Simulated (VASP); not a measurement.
InP: single point with LDA

The system is InP.

```
In P
1.0
     2.89909    2.89909    0.00000
    -2.89909    2.89909    0.00000
     0.00000    2.89909    2.92924
In P
1 1
Cartesian
  0.0000 0.0000 0.0000
  1.4495 4.3486 1.4646
```

This cell differs from its parent crystal: film at in-plane strain -0.005.

| Property | Result |
| --- | --- |
| Program | VASP 6.6.1 |
| Task | single point |
| Functional | LDA |
| Potentials or basis | VASP PAW LDA potentials, release 64 (In_d, P) |
| Cutoff | 520 eV |
| k mesh | 8 × 8 × 8 |
| Occupations | gaussian, width 0.01 eV |
| Spin | no spin polarisation |

* Pressure: 0.3 GPa
* Band gap on the k mesh: 0.61 eV, direct

Stress tensor (GPa, compression positive):
```
0.48 0.00 0.00
0.00 0.48 0.00
0.00 0.00 0.02
```

Levels at points of the mesh, in eV from the valence-band top:
| k point | band 5 | band 6 | band 7 | band 8 | band 9 | band 10 | band 11 | band 12 | band 13 | band 14 |
| --- | --- | --- | --- | --- | --- | --- | --- | --- | --- | --- |
| (0.00, 0.00, 0.00) | -14.09 | -11.72 | -0.05 | 0.00 | 0.00 | 0.61 | 3.94 | 3.94 | 3.96 | 8.37 |
| (0.50, 0.00, 0.00) | -14.07 | -9.89 | -5.97 | -1.08 | -1.01 | 1.36 | 4.65 | 4.72 | 6.92 | 9.32 |
| (0.50, 0.50, 0.00) | -14.05 | -9.18 | -5.95 | -2.47 | -2.47 | 1.52 | 2.07 | 9.15 | 9.52 | 9.59 |
| (0.00, 0.00, 0.50) | -14.05 | -9.22 | -6.02 | -2.41 | -2.41 | 1.58 | 2.17 | 9.05 | 9.57 | 9.57 |

It took 20 s on 1 thread of AMD EPYC 9R45 96-Core Processor (Zen 5) (shared host), peak memory 0.15 GiB.

Caveat: the cell differs from its parent crystal (film at in-plane strain -0.005); spin-orbit coupling is left out, which moves the levels of the heavy elements.
